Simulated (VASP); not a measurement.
# LiF (P6_3mc) in VASP: notebook

LiF is run at these levels: PBE, r2SCAN; tasks: single point, relaxation of cell and atoms.

All numbers are computed with VASP 6.6.1; they aren't measurements. Logs are shortened: lines on timing, memory, paths and dates and some standing lists are left out, and cuts for length are marked.

## (1) The cell of the first run

Symmetry: P6_3mc, No. 186, hexagonal system. The conventional cell has a = 3.124 Å, b = 3.124 Å, c = 4.904 Å, α = 90.00°, β = 90.00°, γ = 120.00°. Within 2.5 Å of Li (site symmetry 3m) lie 4 F at 1.89 to 1.90 Å. F (site symmetry 3m) has 4 Li at 1.89 to 1.90 Å within 2.5 Å.

## (2) Single point, PBE

INCAR

```
PREC = Accurate
ENCUT = 520
EDIFF = 1E-6
ISMEAR = -1
SIGMA = 0.02
LREAL = False
LASPH = True
NELM = 80
ALGO = Normal
ISIF = 2
LWAVE = False
LCHARG = True
GGA = PE
LELF = True
LVHAR = True
NBANDS = 18
```

KPOINTS

```
Automatic mesh
0
Gamma
  12 12 6
```

POSCAR

```
LiF
1.0
    3.1244987426      0.0000000000      0.0000000000
   -1.5622493713      2.7058952852      0.0000000000
    0.0000000000      0.0000000000      4.9043082336
Li F
2 2
Direct
    0.3333333333      0.6666666667     -0.0058931505
    0.6666666667      0.3333333333      0.4941068495
    0.3333333333      0.6666666667      0.3808931505
    0.6666666667      0.3333333333      0.8808931505
```

Potentials or basis: VASP PAW PBE potentials, release 64 (Li_sv, F).

Command:

```console
> cat potpaw_PBE.64/Li_sv/POTCAR potpaw_PBE.64/F/POTCAR > POTCAR
> mpirun -np 1 vasp_std > vasp.out
```

OUTCAR:

```text
PREC = Accurate
   ENCUT = 520
   EDIFF = 1E-6
   ISMEAR = -1
   LREAL = False
   LASPH = True
   NELM = 80
   ISIF = 2
   GGA = PE

 ion  position               nearest neighbor table
   1  0.333  0.667  0.994-   4 1.89   4 1.89   4 1.89   3 1.90
   2  0.667  0.333  0.494-   3 1.89   3 1.89   3 1.89   4 1.90
   3  0.333  0.667  0.381-   2 1.89   2 1.89   2 1.89   1 1.90
   4  0.667  0.333  0.881-   1 1.89   1 1.89   1 1.89   2 1.90

  LATTYP: Found a hexagonal cell.
 ALAT       =     3.1244987426
 C/A-ratio  =     1.5696304072

  Lattice vectors:

 A1 = (   3.1244987426,   0.0000000000,   0.0000000000)
 A2 = (  -1.5622493713,   2.7058952852,   0.0000000000)
 A3 = (   0.0000000000,   0.0000000000,   4.9043082336)

Analysis of symmetry for initial positions (statically):
=====================================================================
 Subroutine PRICEL returns:
 Original cell was already a primitive cell.

 Routine SETGRP: Setting up the symmetry group for a
 hexagonal supercell.

 Subroutine GETGRP returns: Found 12 space group operations
 (whereof  6 operations were pure point group operations)
 out of a pool of 24 trial point group operations.

The static configuration has the point symmetry C_3v.
 The point group associated with its full space group is C_6v.

Analysis of symmetry for dynamics (positions and initial velocities):
=====================================================================
 Subroutine PRICEL returns:
 Original cell was already a primitive cell.

 Routine SETGRP: Setting up the symmetry group for a
 hexagonal supercell.

 Subroutine GETGRP returns: Found 12 space group operations
 (whereof  6 operations were pure point group operations)
 out of a pool of 24 trial point group operations.

The dynamic configuration has the point symmetry C_3v.
 The point group associated with its full space group is C_6v.

 Subroutine INISYM returns: Found 12 space group operations
 (whereof  6 operations are pure point group operations),
 and found     1 'primitive' translations

----------------------------------------------------------------------------------------

                                     Primitive cell

  volume of cell :      41.4638

  direct lattice vectors                    reciprocal lattice vectors
     3.124498743  0.000000000  0.000000000     0.320051337  0.184781726  0.000000000
    -1.562249371  2.705895285  0.000000000     0.000000000  0.369563451  0.000000000
     0.000000000  0.000000000  4.904308234     0.000000000  0.000000000  0.203902355

  length of vectors
     3.124498743  3.124498743  4.904308234     0.369563451  0.369563451  0.203902355

  position of ions in fractional coordinates (direct lattice)
     0.333333333  0.666666667  0.994106849
     0.666666667  0.333333333  0.494106849
     0.333333333  0.666666667  0.380893151
     0.666666667  0.333333333  0.880893151

  ion indices of the primitive-cell ions
   primitive index   ion index
                 1           1
                 2           2
                 3           3
                 4           4

----------------------------------------------------------------------------------------

 KPOINTS: Automatic mesh

Automatic generation of k-mesh.
 Grid dimensions read from file:
 generate k-points for:   12   12    6

 Generating k-lattice:

  Cartesian coordinates                     Fractional coordinates (reciprocal lattice)
     0.026670945  0.015398477  0.000000000     0.083333333  0.000000000  0.000000000
     0.000000000  0.030796954  0.000000000     0.000000000  0.083333333  0.000000000
     0.000000000  0.000000000  0.033983726     0.000000000  0.000000000  0.166666667

  Length of vectors
     0.030796954  0.030796954  0.033983726

  Shift w.r.t. Gamma in fractional coordinates (k-lattice)
     0.000000000  0.000000000  0.000000000

 Subroutine IBZKPT returns following result:
 ===========================================

 Found     76 irreducible k-points:

 Following reciprocal coordinates:
            Coordinates               Weight
  0.000000  0.000000  0.000000      1.000000
  0.083333  0.000000  0.000000      6.000000
  0.166667  0.000000  0.000000      6.000000
  0.250000  0.000000  0.000000      6.000000
  0.333333  0.000000  0.000000      6.000000
  0.416667  0.000000  0.000000      6.000000
[... 16 lines left out ...]
  0.250000  0.000000  0.166667     12.000000
  0.333333  0.000000  0.166667     12.000000
 [... further k-points ...]
   k-points           NKPTS =     76   k-points in BZ     NKDIM =     76   number of bands    NBANDS=     18
   number of dos      NEDOS =    301   number of ions     NIONS =      4
   total plane-waves  NPLWV =  20736
   dimension x,y,z NGX =    24 NGY =   24 NGZ =   36
   dimension x,y,z NGXF=    48 NGYF=   48 NGZF=   72
   ions per type =               2   2
   NGX,Y,Z   is equivalent  to a cutoff of  12.77, 12.77, 12.20 a.u.
   NGXF,Y,Z  is equivalent  to a cutoff of  25.54, 25.54, 24.41 a.u.
 SYSTEM =  unknown system
   PREC   = accura    normal or accurate (medium, high low for compatibility)
   ISTART =      0    job   : 0-new  1-cont  2-samecut
   ICHARG =      2    charge: 1-file 2-atom 10-const
   ISPIN  =      1    spin polarized calculation?
   LNONCOLLINEAR =      F non collinear calculations
   LSORBIT =      F    spin-orbit coupling
   LASPH  =      T    aspherical Exc in radial PAW
   ENCUT  =  520.0 eV  38.22 Ry    6.18 a.u.   5.81  5.81  9.12*2*pi/ulx,y,z
   NELM   =     80;   NELMIN=  2; NELMDL= -5     # of ELM steps
   EDIFF  = 0.1E-05   stopping-criterion for ELM
   LREAL  =      F    real-space projection
   EDIFFG = 0.1E-04   stopping-criterion for IOM
   NSW    =      0    number of steps for IOM
   IBRION =     -1    ionic relax: 0-MD 1-quasi-New 2-CG
   NFREE  =      0    steps in history (QN), initial steepest desc. (CG)
   ISIF   =      2    stress and relaxation
   ISYM   =      2    0-nonsym 1-usesym 2-fastsym
   POTIM  = 0.5000    time-step for ionic-motion
   TEBEG  =    0.0;   TEEND  =   0.0 temperature during run
   PSTRESS=    0.0 pullay stress
   NELECT =      20.0000    total number of electrons
   NUPDOWN=      -1.0000    fix difference up-down
   EMIN   =  10.00;   EMAX   =-10.00  energy-range for DOS
   EFERMI =   0.00;   METHOD = LEGACY
   ISMEAR =    -1;   SIGMA  =   0.02  broadening in eV -4-tet -1-fermi 0-gaus
   EFERMI_NEDOS =   21; number of points for ismear=-14 and -15
   IALGO  =     38    algorithm
   IMIX   =      4    mixing-type and parameters
     AMIX     =   0.40;   BMIX     =  1.00
     AMIX_MAG =   1.60;   BMIX_MAG =  1.00
  volume/ion in A,a.u.               =      10.37        69.95
  Fermi-wavevector in a.u.,A,eV,Ry     =   1.283892  2.426204 22.427550  1.648378
  Thomas-Fermi vector in A             =   2.416118
   LORBIT       =      0    0 simple, 1 ext, 2 COOP (PROOUT), +10 PAW based schemes
   GGA     = PE    functional components
   LHFCALC =     F    Hartree Fock is set to
   AEXX    =    0.0000 exact exchange contribution
   IVDW    =     0    specifies the selected vdW correction
   LEPSILON=     F    determine dielectric tensor
   LRPA    =     F    only Hartree local field effects (RPA)
 non-spin polarized calculation
  energy-cutoff  :      520.00
  volume of cell :       41.46
 maximum number of plane-waves:      1140
 NGX is ok and might be reduce to    24
   NGX = 11   NGY = 11   NGZ = 19

 number of electron      19.9999963 magnetization

 Free energy of the ion-electron system (eV)
  ---------------------------------------------------
  ext. energy  EPLUGINS =         0.00000000
  ---------------------------------------------------
  free energy    TOTEN  =       -19.30040545 eV

  energy without entropy =      -19.30040545  energy(sigma->0) =      -19.30040545

 E-fermi :  -2.2382     XC(G=0):  -8.6439

 val. band max:       -2.6675303311   @ k =   0.0000   0.0000   0.0000
 cond. band min:       4.9232175090   @ k =   0.0000   0.0000   0.0000
 fundamental gap:      7.5907478401
 Fermi energy:        -2.2382150387

 k-point     1 :       0.0000    0.0000    0.0000
  band No.  band energies     occupation
      1     -43.2201      2.00000
      2     -43.1866      2.00000
      3     -22.0316      2.00000
      4     -21.8160      2.00000
      5      -4.6972      2.00000
      6      -3.1007      2.00000
[... 10 lines left out ...]
     17      16.5882      0.00000
     18      17.2774      0.00000

 k-point     2 :       0.0833    0.0000    0.0000
  band No.  band energies     occupation
      1     -43.2183      2.00000
      2     -43.1858      2.00000
      3     -22.0228      2.00000
      4     -21.8136      2.00000
      5      -4.6623      2.00000
      6      -3.1721      2.00000
[... 10 lines left out ...]
     17      16.6921      0.00000
     18      17.2971      0.00000

 k-point     3 :       0.1667    0.0000    0.0000
  band No.  band energies     occupation
      1     -43.2135      2.00000
      2     -43.1840      2.00000
      3     -21.9985      2.00000
      4     -21.8080      2.00000
      5      -4.5652      2.00000
      6      -3.3848      2.00000
[... 10 lines left out ...]
     17      16.8378      0.00000
     18      16.9956      0.00000

 k-point     4 :       0.2500    0.0000    0.0000
  band No.  band energies     occupation
      1     -43.2067      2.00000
      2     -43.1817      2.00000
      3     -21.9629      2.00000
      4     -21.8020      2.00000
      5      -4.4385      2.00000
      6      -3.6820      2.00000
[... 375 lines left out ...]
      4     -21.8217      2.00000
      5      -4.4639      2.00000
      6      -3.3681      2.00000
[... 10 lines left out ...]
     17      16.6412      0.00000
     18      16.7604      0.00000

 k-point    23 :       0.2500    0.0000    0.1667
  band No.  band energies     occupation
      1     -43.2050      2.00000
      2     -43.1834      2.00000
      3     -21.9529      2.00000
      4     -21.8136      2.00000
      5      -4.3699      2.00000
      6      -3.6666      2.00000
[... 10 lines left out ...]
     17      16.5873      0.00000
     18      16.9584      0.00000

 k-point    24 :       0.3333    0.0000    0.1667
  band No.  band energies     occupation
      1     -43.1979      2.00000
      2     -43.1812      2.00000
      3     -21.9151      2.00000
      4     -21.8088      2.00000
      5      -4.3682      2.00000
      6      -3.8630      2.00000
[... 10 lines left out ...]
     17      16.3853      0.00000
     18      17.2349      0.00000

 [... further k-points ...]

------------------------ aborting loop because EDIFF is reached ----------------------------------------

  FORCE on cell =-STRESS in cart. coord.  units (eV):
  Direction    XX          YY          ZZ          XY          YZ          ZX
  --------------------------------------------------------------------------------------
  -------------------------------------------------------------------------------------
  Total       -0.0475417     -0.0475417     -0.0607464      0.0000000      0.0000000      0.0000000
  in kB       -1.8370282     -1.8370282     -2.3472642      0.0000000      0.0000000      0.0000000
  external PRESSURE =      -2.0071069 kB  Pullay stress =       0.0000000 kB

 VOLUME and BASIS-vectors are now :
 -----------------------------------------------------------------------------
  energy-cutoff  :      520.00
  volume of cell :       41.46
      direct lattice vectors                 reciprocal lattice vectors
     3.124498743  0.000000000  0.000000000     0.320051337  0.184781726  0.000000000
    -1.562249371  2.705895285  0.000000000     0.000000000  0.369563451  0.000000000
     0.000000000  0.000000000  4.904308234     0.000000000  0.000000000  0.203902355

 POSITION                                       TOTAL-FORCE (eV/Angst)
 -----------------------------------------------------------------------------------
     -0.00000      1.80393      4.87541         0.000000     -0.000000      0.000878
      1.56225      0.90197      2.42325        -0.000000     -0.000000      0.000878
     -0.00000      1.80393      1.86802         0.000000      0.000000     -0.000878
      1.56225      0.90197      4.32017        -0.000000     -0.000000     -0.000878
 -----------------------------------------------------------------------------------
    total drift:                               -0.000001     -0.000000      0.004964

  FREE ENERGIE OF THE ION-ELECTRON SYSTEM (eV)
  ---------------------------------------------------
  free  energy   TOTEN  =       -19.3004054540 eV

  energy  without entropy=      -19.3004054540  energy(sigma->0) =      -19.30040545
```

Wall time 33 s (1 thread of Intel Xeon Platinum 8488C (Sapphire Rapids), shared host); peak memory 0.17 GiB.

What came out:

```yaml
Free_energy: -19.3004 eV
Band_gap_on_the_k_mesh: 7.59 eV
```

Levels at points of the mesh, in eV from the valence-band top:
| k point | band 6 | band 7 | band 8 | band 9 | band 10 | band 11 | band 12 | band 13 | band 14 | band 15 |
| --- | --- | --- | --- | --- | --- | --- | --- | --- | --- | --- |
| (0.00, 0.00, 0.00) | -0.43 | -0.43 | -0.14 | -0.14 | 0.00 | 7.59 | 11.80 | 14.86 | 18.26 | 18.26 |
| (0.50, 0.00, 0.00) | -1.18 | -0.98 | -0.93 | -0.51 | -0.35 | 11.03 | 12.00 | 14.53 | 14.75 | 16.95 |
| (0.00, 0.00, 0.50) | -1.07 | -0.29 | -0.29 | -0.29 | -0.29 | 9.25 | 9.25 | 17.27 | 17.27 | 18.51 |
| (0.50, 0.00, 0.50) | -1.68 | -0.65 | -0.65 | -0.53 | -0.53 | 11.01 | 11.01 | 14.60 | 14.60 | 18.67 |

Caveat: the cutoff is under 1.25 times the usual one of these potentials, so pressure, stress and relaxed cells hold a basis-set (Pulay) error. A k mesh can miss the band edges.

## (3) Single point, r2SCAN

This run uses another cell than the first one, of 9.83 Å³/atom.

POSCAR

```
LiF
1.0
    3.0810131961      0.0000000000      0.0000000000
   -1.5405065980      2.6682356972      0.0000000000
    0.0000000000      0.0000000000      4.7853416872
Li F
2 2
Direct
    0.3333333333      0.6666666667     -0.0074306400
    0.6666666667      0.3333333333      0.4925693600
    0.3333333333      0.6666666667      0.3824306400
    0.6666666667      0.3333333333      0.8824306400
```

INCAR.step1

```
SYSTEM = LiF
PREC = Accurate
ENCUT = 520
ISMEAR = -1
SIGMA = 0.02
LREAL = .FALSE.
LASPH = .TRUE.
NELM = 60
NBANDS = 18
GGA = PE
ALGO = Normal
EDIFF = 1E-4
LWAVE = .TRUE.
LCHARG = .FALSE.
```

INCAR.step2

```
SYSTEM = LiF
PREC = Accurate
ENCUT = 520
EDIFF = 1E-6
ISMEAR = -1
SIGMA = 0.02
LREAL = .FALSE.
LASPH = .TRUE.
NELM = 60
ALGO = Normal
ISIF = 2
LWAVE = .FALSE.
LCHARG = .TRUE.
METAGGA = R2SCAN
LMIXTAU = .TRUE.
LELF = .TRUE.
LVHAR = .TRUE.
NBANDS = 18
ISTART = 1
```

KPOINTS

```
Automatic mesh
0
G
  12 12 6
  0 0 0
```

Potentials or basis: VASP PAW PBE potentials, release 64 (Li_sv, F).

Command:

```console
> cat potpaw_PBE.64/Li_sv/POTCAR potpaw_PBE.64/F/POTCAR > POTCAR
> cp INCAR.step1 INCAR
> mpirun -np 1 vasp_std > vasp.out
> cp INCAR.step2 INCAR
> mpirun -np 1 vasp_std > vasp.out
```

OUTCAR:

```text
SYSTEM = LiF
   PREC = Accurate
   ENCUT = 520
   EDIFF = 1E-6
   ISMEAR = -1
   LREAL = .FALSE.
   LASPH = .TRUE.
   NELM = 60
   ISIF = 2
   METAGGA = R2SCAN
   ISTART = 1

 ion  position               nearest neighbor table
   1  0.333  0.667  0.993-   4 1.86   4 1.86   4 1.86   3 1.87
   2  0.667  0.333  0.493-   3 1.86   3 1.86   3 1.86   4 1.87
   3  0.333  0.667  0.382-   2 1.86   2 1.86   2 1.86   1 1.87
   4  0.667  0.333  0.882-   1 1.86   1 1.86   1 1.86   2 1.87
[... 705 lines left out ...]

  FORCE on cell =-STRESS in cart. coord.  units (eV):
  Direction    XX          YY          ZZ          XY          YZ          ZX
  --------------------------------------------------------------------------------------
  -------------------------------------------------------------------------------------
  Total       -0.0761257     -0.0761257     -0.0680101     -0.0000000      0.0000000      0.0000000
  in kB       -3.1003551     -3.1003551     -2.7698304     -0.0000000      0.0000000      0.0000000
  external PRESSURE =      -2.9901802 kB  Pullay stress =       0.0000000 kB

 VOLUME and BASIS-vectors are now :
 -----------------------------------------------------------------------------
  energy-cutoff  :      520.00
  volume of cell :       39.34
      direct lattice vectors                 reciprocal lattice vectors
     3.081013196  0.000000000  0.000000000     0.324568555  0.187389742  0.000000000
    -1.540506598  2.668235697  0.000000000     0.000000000  0.374779485  0.000000000
     0.000000000  0.000000000  4.785341687     0.000000000  0.000000000  0.208971494

 POSITION                                       TOTAL-FORCE (eV/Angst)
 -----------------------------------------------------------------------------------
     -0.00000      1.77882      4.74978        -0.000000      0.000000     -0.003377
      1.54051      0.88941      2.35711         0.000000     -0.000000     -0.003377
     -0.00000      1.77882      1.83006        -0.000000     -0.000000      0.003377
      1.54051      0.88941      4.22273         0.000000      0.000000      0.003377
 -----------------------------------------------------------------------------------
    total drift:                               -0.000001     -0.000001     -0.057021

  FREE ENERGIE OF THE ION-ELECTRON SYSTEM (eV)
  ---------------------------------------------------
  free  energy   TOTEN  =       -23.6587071987 eV

  energy  without entropy=      -23.6587071987  energy(sigma->0) =      -23.65870720
```

OUTCAR.step1:

```text
SYSTEM = LiF
   PREC = Accurate
   ENCUT = 520
   ISMEAR = -1
   LREAL = .FALSE.
   LASPH = .TRUE.
   NELM = 60
[... 734 lines left out ...]
      1.54051      0.88941      2.35711        -0.000000      0.000000     -0.002801
     -0.00000      1.77882      1.83006        -0.000000      0.000000      0.002801
      1.54051      0.88941      4.22273         0.000000     -0.000000      0.002801
 -----------------------------------------------------------------------------------
    total drift:                               -0.000001     -0.000001      0.005509

  FREE ENERGIE OF THE ION-ELECTRON SYSTEM (eV)
  ---------------------------------------------------
  free  energy   TOTEN  =       -19.2782194935 eV

  energy  without entropy=      -19.2782194935  energy(sigma->0) =      -19.27821949
```

Run time: 1.8 min. Hardware: 1 thread of Intel Xeon Platinum 8488C (Sapphire Rapids), shared host; peak memory 0.18 GiB.

What came out:

* Free energy: -23.6587 eV
* Largest force: 0.003 eV/Å
* Band gap on the k mesh: 8.68 eV

Forces on the atoms (eV/Å):
```
Li   0.000  0.000 -0.003
Li   0.000  0.000 -0.003
F    0.000  0.000  0.003
F    0.000  0.000  0.003
```

Levels at points of the mesh, in eV from the valence-band top:
```csv
k point,band 8,band 9,band 10,band 11,band 12,band 13
"(0.00, 0.00, 0.00)",-0.19,-0.19,0.00,8.68,13.10,16.53
"(0.50, 0.00, 0.00)",-1.05,-0.55,-0.41,12.04,13.20,15.96
"(0.00, 0.00, 0.50)",-0.35,-0.35,-0.35,10.41,10.41,19.04
"(0.50, 0.00, 0.50)",-0.74,-0.57,-0.57,12.06,12.06,16.04
```

Caveat: the cutoff is under 1.25 times the usual one of these potentials, so pressure, stress and relaxed cells hold a basis-set (Pulay) error; the PAW data sets were made with another functional, which shifts forces and pressure a little.

[end of part 1 of 2]
